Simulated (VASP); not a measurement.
# Sn (Fd-3m) in VASP: notebook, part 2 of 2

VASP 6.6.1. Earlier steps stand in the parts before.

### 3 Single point, PBEsol

Input file INCAR:

```
ALGO     = Normal         # electronic algorithm
EDIFF    = 1E-6           # SCF threshold, eV
ENCUT    = 520            # plane-wave cutoff, eV
GGA      = PS             # functional
ISIF     = 2              # what is computed and relaxed
ISMEAR   = 1              # smearing method
LASPH    = T              # aspherical terms in the spheres
LCHARG   = F              # write CHGCAR
LREAL    = F              # projectors in reciprocal space
LWAVE    = F              # write WAVECAR
NBANDS   = 21             # bands
NELM     = 60             # most SCF steps
PREC     = Accurate       # precision mode
SIGMA    = 0.1            # smearing width, eV
```

Input file KPOINTS:

```
k-points
0
Gamma
  3 3 3
```

Input file POSCAR:

```
Sn
1.0
    4.5726370000      0.0000000000      0.0000000000
    2.2863185000      3.9600198043      0.0000000000
    2.2863185000      1.3200066014      3.7335424763
Sn
2
Direct
    0.0000000000      0.0000000000      0.0000000000
    0.2500000000      0.2500000000      0.2500000000
```

Potentials or basis: VASP PAW PBE potentials, release 64 (Sn_d).

The run is started by

```bash
cat potpaw_PBE.64/Sn_d/POTCAR > POTCAR
mpirun -np 1 vasp_std > vasp.out
```

Wall time 10 s (1 thread of Intel Xeon 8259CL, shared host); peak memory 0.19 GiB.

The run converged. Its results:

```yaml
Free_energy: -7.8423 eV
Pressure: 3.4 GPa
Band_gap_on_the_k_mesh: zero (filled and empty bands touch)
```

Levels at points of the mesh, in eV from the Fermi level:
| k point | band 11 | band 12 | band 13 | band 14 | band 15 | band 16 | band 17 | band 18 |
| --- | --- | --- | --- | --- | --- | --- | --- | --- |
| (0.00, 0.00, 0.00) | -10.78 | -0.68 | 0.02 | 0.02 | 0.02 | 2.05 | 2.05 | 2.05 |

Caveat: the k points lie up to 0.56 Å⁻¹ apart; the PAW data sets were made with another functional, which shifts forces and pressure a little; spin-orbit coupling is left out, which moves the levels of the heavy elements.

### 4 Single point, PBEsol

Input file INCAR:

```
PREC = Accurate
ENCUT = 520
EDIFF = 1E-6
ISMEAR = 1
SIGMA = 0.1
LREAL = False
LASPH = True
NELM = 100
ALGO = Normal
ISIF = 2
LWAVE = False
LCHARG = False
GGA = PS
NBANDS = 21
```

Input file KPOINTS:

```
Automatic mesh
0
Gamma
  4 4 4
```

POSCAR is that of step 3.

The run is started by

```bash
cat potpaw_PBE.64/Sn_d/POTCAR > POTCAR
mpirun -np 1 vasp_std > vasp.out
```

Run time: 14 s. Hardware: 1 thread of Intel Xeon 8259CL, shared host; peak memory 0.2 GiB.

It converged, with:

```
Free energy            : -8.2527 eV
Pressure               : 2.2 GPa
Band gap on the k mesh : zero (band 14 reaches 5.71 eV, above the bottom of band 15 at 5.58 eV)
```

Levels at points of the mesh, in eV from the Fermi level:
```tsv
k point	band 11	band 12	band 13	band 14	band 15	band 16	band 17	band 18
(0.00, 0.00, 0.00)	-10.66	-0.57	0.13	0.13	0.13	2.18	2.18	2.18
(0.50, 0.00, 0.00)	-9.01	-6.32	-1.10	-1.10	0.00	3.25	3.25	5.55
(0.50, 0.50, 0.00)	-7.53	-7.53	-2.47	-2.47	0.78	0.78	7.81	7.81
```

Caveat: the k points lie up to 0.42 Å⁻¹ apart; the PAW data sets were made with another functional, which shifts forces and pressure a little; spin-orbit coupling is left out, which moves the levels of the heavy elements.

### 5 Single point, PBEsol

Input file INCAR:

```
  PREC = Accurate
  ENCUT = 520
  EDIFF = 1E-6
  ISMEAR = 1
  SIGMA = 0.1
  LREAL = False
  LASPH = True
  NELM = 100
  ALGO = Normal
  ISIF = 2
  LWAVE = False
  LCHARG = False
  GGA = PS
  NBANDS = 21
```

Input file KPOINTS:

```
regular mesh
0
Gamma
  5 5 5
```

POSCAR is that of step 4.

The run is started by

```bash
cat potpaw_PBE.64/Sn_d/POTCAR > POTCAR
mpirun -np 1 vasp_std > vasp.out
```

It took 18 s on 1 thread of Intel Xeon 8259CL, shared host; peak memory 0.2 GiB.

It converged, with:

- Free energy: -8.3727 eV
- Pressure: 1.7 GPa
- Band gap on the k mesh: zero (band 14 reaches 5.70 eV, above the bottom of band 15 at 5.63 eV)

Levels at points of the mesh, in eV from the Fermi level:
```tsv
k point	band 12	band 13	band 14	band 15	band 16	band 17
(0.00, 0.00, 0.00)	-0.61	0.10	0.10	0.10	2.16	2.16
```

Caveat: the PAW data sets were made with another functional, which shifts forces and pressure a little; spin-orbit coupling is left out, which moves the levels of the heavy elements.

### 6 Single point, PBEsol

INCAR: that of step 5 with these lines changed.

```diff
@@ -7,3 +7,3 @@
   LASPH = True
-  NELM = 100
+  NELM = 80
   ALGO = Normal
```

Input file KPOINTS:

```
Automatic mesh
0
Gamma
  6 6 6
```

POSCAR is that of step 5.

Potentials or basis: VASP PAW PBE potentials, release 64 (Sn_d).

The run is started by

```bash
cat potpaw_PBE.64/Sn_d/POTCAR > POTCAR
mpirun -np 1 vasp_std > vasp.out
```

It took 31 s on 1 thread of Intel Xeon 8259CL, shared host; peak memory 0.2 GiB.

The run converged. Its results:

```
Free energy            : -8.4190 eV
Pressure               : 1.5 GPa
Band gap on the k mesh : zero (band 14 reaches 5.69 eV, above the bottom of band 15 at 5.57 eV)
```

Levels at points of the mesh, in eV from the Fermi level:
```csv
k point,band 12,band 13,band 14,band 15,band 16,band 17
"(0.00, 0.00, 0.00)",-0.58,0.12,0.12,0.12,2.18,2.18
"(0.50, 0.00, 0.00)",-6.33,-1.10,-1.10,-0.01,3.25,3.25
"(0.50, 0.50, 0.00)",-7.53,-2.47,-2.47,0.78,0.78,7.81
```

Caveat: the PAW data sets were made with another functional, which shifts forces and pressure a little; spin-orbit coupling is left out, which moves the levels of the heavy elements.

### 7 Single point, PBEsol

Input file INCAR:

```
SYSTEM = Sn
PREC = Accurate
ENCUT = 520
EDIFF = 1E-7
ISMEAR = 1
SIGMA = 0.1
LREAL = .False.
LASPH = .True.
NELM = 100
ALGO = Normal
ISIF = 2
LWAVE = .False.
LCHARG = .True.
GGA = PS
LELF = .True.
LVHAR = .True.
NBANDS = 21
```

Input file KPOINTS:

```
Automatic mesh
0
Gamma
  8 8 8
  0 0 0
```

POSCAR is that of step 6.

Potentials or basis: VASP PAW PBE potentials, release 64 (Sn_d).

The run is started by

```bash
cat potpaw_PBE.64/Sn_d/POTCAR > POTCAR
mpirun -np 1 vasp_std > vasp.out
```

OUTCAR:

```text
SYSTEM = Sn
   PREC = Accurate
   ENCUT = 520
   EDIFF = 1E-7
   ISMEAR = 1
   LREAL = .False.
   LASPH = .True.
   NELM = 100
   ISIF = 2
   GGA = PS

 ion  position               nearest neighbor table
   1  0.000  0.000  0.000-   2 2.80   2 2.80   2 2.80   2 2.80
   2  0.250  0.250  0.250-   1 2.80   1 2.80   1 2.80   1 2.80

  LATTYP: Found a face centered cubic cell.
 ALAT       =     6.4666852612

  Lattice vectors:

 A1 = (   4.5726370000,   0.0000000000,   0.0000000000)
[... 764 lines left out ...]

------------------------ aborting loop because EDIFF is reached ----------------------------------------

  FORCE on cell =-STRESS in cart. coord.  units (eV):
  Direction    XX          YY          ZZ          XY          YZ          ZX
  --------------------------------------------------------------------------------------
  -------------------------------------------------------------------------------------
  Total        0.6057334      0.6057334      0.6057334      0.0000000     -0.0000000      0.0000000
  in kB       14.3551236     14.3551236     14.3551236      0.0000000     -0.0000000      0.0000000
  external PRESSURE =      14.3551236 kB  Pullay stress =       0.0000000 kB

 VOLUME and BASIS-vectors are now :
 -----------------------------------------------------------------------------
  energy-cutoff  :      520.00
  volume of cell :       67.61
      direct lattice vectors                 reciprocal lattice vectors
     4.572637000  0.000000000  0.000000000     0.218692190 -0.126261995 -0.089280713
     2.286318500  3.960019804  0.000000000     0.000000000  0.252523990 -0.089280713
     2.286318500  1.320006601  3.733542476     0.000000000  0.000000000  0.267842138

 POSITION                                       TOTAL-FORCE (eV/Angst)
 -----------------------------------------------------------------------------------
      0.00000      0.00000      0.00000        -0.000000      0.000000     -0.000000
      2.28632      1.32001      0.93339         0.000000     -0.000000      0.000000
 -----------------------------------------------------------------------------------
    total drift:                                0.000000      0.000000      0.000000

  FREE ENERGIE OF THE ION-ELECTRON SYSTEM (eV)
  ---------------------------------------------------
  free  energy   TOTEN  =        -8.4460489137 eV

  energy  without entropy=       -8.4464201272  energy(sigma->0) =       -8.44617265
```

OSZICAR:

```text
N       E                     dE             d eps       ncg     rms          rms(c)
DAV:   1     0.229385618957E+03    0.22939E+03   -0.14559E+04  1243   0.191E+03
DAV:   2     0.169404613626E+02   -0.21245E+03   -0.20791E+03  1223   0.452E+02
DAV:   3    -0.770518826039E+01   -0.24646E+02   -0.24511E+02  1413   0.142E+02
DAV:   4    -0.852292199306E+01   -0.81773E+00   -0.81727E+00  1388   0.287E+01
DAV:   5    -0.855536677581E+01   -0.32445E-01   -0.32444E-01  1796   0.536E+00    0.335E+00
DAV:   6    -0.848074359832E+01    0.74623E-01   -0.43322E-02  1650   0.273E+00    0.189E+00
DAV:   7    -0.844474279279E+01    0.36001E-01   -0.54878E-02  1468   0.254E+00    0.169E-01
DAV:   8    -0.844577795830E+01   -0.10352E-02   -0.71967E-03  1338   0.956E-01    0.566E-02
DAV:   9    -0.844603817072E+01   -0.26021E-03   -0.35050E-04  1409   0.136E-01    0.934E-03
DAV:  10    -0.844604727013E+01   -0.90994E-05   -0.18158E-05  1643   0.369E-02    0.535E-03
DAV:  11    -0.844604906749E+01   -0.17974E-05   -0.29454E-06  1301   0.102E-02    0.585E-04
DAV:  12    -0.844604893657E+01    0.13092E-06   -0.13621E-07  1218   0.384E-03    0.319E-04
DAV:  13    -0.844604891366E+01    0.22913E-07   -0.14916E-08   849   0.109E-03
   1 F= -.84460489E+01 E0= -.84461727E+01  d E =0.371214E-03
```

Wall time 62 s (1 thread of Intel Xeon 8259CL, shared host); peak memory 0.21 GiB.

What came out:

```
Free energy            : -8.4460 eV
Pressure               : 1.4 GPa
Band gap on the k mesh : zero (band 14 reaches 5.69 eV, above the bottom of band 15 at 5.56 eV)
```

Levels at points of the mesh, in eV from the Fermi level:
| k point | band 12 | band 13 | band 14 | band 15 | band 16 | band 17 |
| --- | --- | --- | --- | --- | --- | --- |
| (0.00, 0.00, 0.00) | -0.57 | 0.13 | 0.13 | 0.13 | 2.20 | 2.20 |
| (0.50, 0.00, 0.00) | -6.32 | -1.09 | -1.09 | 0.00 | 3.26 | 3.26 |
| (0.50, 0.50, 0.00) | -7.52 | -2.46 | -2.46 | 0.79 | 0.79 | 7.82 |

Caveat: the PAW data sets were made with another functional, which shifts forces and pressure a little; spin-orbit coupling is left out, which moves the levels of the heavy elements.

### 8 Overview

```tsv
k mesh	gap on the mesh (eV)	pressure (GPa)
2 × 2 × 2	none	11.0
3 × 3 × 3	none	3.4
4 × 4 × 4	none	2.2
5 × 5 × 5	none	1.7
6 × 6 × 6	none	1.5
8 × 8 × 8	none	1.4
```

Alike in all rows: task single point; level PBEsol; potentials or basis VASP PAW PBE potentials, release 64 (Sn_d); no spin polarisation; cell as given; cutoff (eV) 520; smearing methfessel-paxton 0.1 eV.

Caveats: some runs use coarse meshes; the PAW data sets were made with another functional, which shifts forces and pressure a little; spin-orbit coupling is left out, which moves the levels of the heavy elements.

Total energies depend on the potentials used, so only differences within one code and one set of settings carry meaning.
